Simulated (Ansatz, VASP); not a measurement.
**Two plane-wave programs on Cu2O**

```
Cu O
1.0
     4.26000    0.00000    0.00000
     0.00000    4.26000    0.00000
     0.00000    0.00000    4.26000
Cu O
4 2
Direct
  0.25000 0.25000 0.25000
  0.25000 0.75000 0.75000
  0.75000 0.75000 0.25000
  0.75000 0.25000 0.75000
  0.00000 0.00000 0.00000
  0.50000 0.50000 0.50000
```

Alike in both runs: task electric field gradients; functional r2SCAN; k mesh 8 × 8 × 8; occupations gaussian, width 0.05 eV; no spin polarisation.

|  | VASP | Ansatz |
| --- | --- | --- |
| version | VASP 6.6.1 | Ansatz 0.2.0 |
| potentials or method | VASP PAW PBE potentials, release 64 (Cu, O), cutoff 580 eV | scalar-relativistic, plane waves, PAW |
| valence electrons in the cell | 56 | 88 |

Ansatz gave:

```
gap on the k mesh at the Fermi level (eV)            : 0.77
least direct gap on the mesh (eV)                    : 0.77
pressure (GPa)                                       : -1.3
size of Vzz on the site where it differs most (V/Å²) : 78.4
```

Q: Which values does VASP return?

A: gap on the k mesh at the Fermi level (eV): 0.77; least direct gap on the mesh (eV): 0.77; pressure (GPa): -0.3; size of Vzz on the site where it differs most (V/Å²): 66.1.

VASP's potentials were made for PBE, not for r2SCAN. VASP's potentials hold 56 valence electrons a cell and Ansatz's 88, so a difference there can come from the potentials and not from the codes.
